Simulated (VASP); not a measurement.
A run of VASP 6.6.1:

INCAR

```
SYSTEM = PbS
ALGO     = Normal         ! electronic algorithm
EDIFF    = 1E-7           ! SCF threshold, eV
EDIFFG   = -0.005         ! ionic threshold
ENCUT    = 600            ! plane-wave cutoff, eV
GGA      = PE             ! functional
IBRION   = 2              ! ionic algorithm
ISIF     = 3              ! what is computed and relaxed
ISMEAR   = -1             ! smearing method
LASPH    = .True.         ! aspherical terms in the spheres
LCHARG   = .False.        ! write CHGCAR
LREAL    = .False.        ! projectors in reciprocal space
LWAVE    = .False.        ! write WAVECAR
NELM     = 60             ! most SCF steps
NSW      = 80             ! ionic steps
PREC     = Accurate       ! precision mode
SIGMA    = 0.02           ! smearing width, eV
```

The input KPOINTS:

```
k-points
0
Gamma
  8 8 8
  0 0 0
```

File POSCAR:

```
PbS
1.0
    0.0000000000      2.8723175892      2.8723175892
    2.8723175892      0.0000000000      2.8723175892
    2.8723175892      2.8723175892      0.0000000000
Pb S
1 1
Direct
    0.0000000000      0.0000000000      0.0000000000
    0.2500000000      0.2500000000      0.2500000000
```

Potentials or basis: VASP PAW PBE potentials, release 64 (Pb_d, S).

Run with:

```console
$ cat potpaw_PBE.64/Pb_d/POTCAR potpaw_PBE.64/S/POTCAR > POTCAR
$ mpirun -np 1 vasp_std > vasp.out
```

Hardware: 1 thread of AMD EPYC 7R13, with other jobs on the host.

Q: How long does it take, and how much memory?

A: Run time: 2.3 min on 1 thread of AMD EPYC 7R13, on a shared host, peak memory 0.17 GiB. Counts: scf iterations 57, k points 29, ion steps 5.
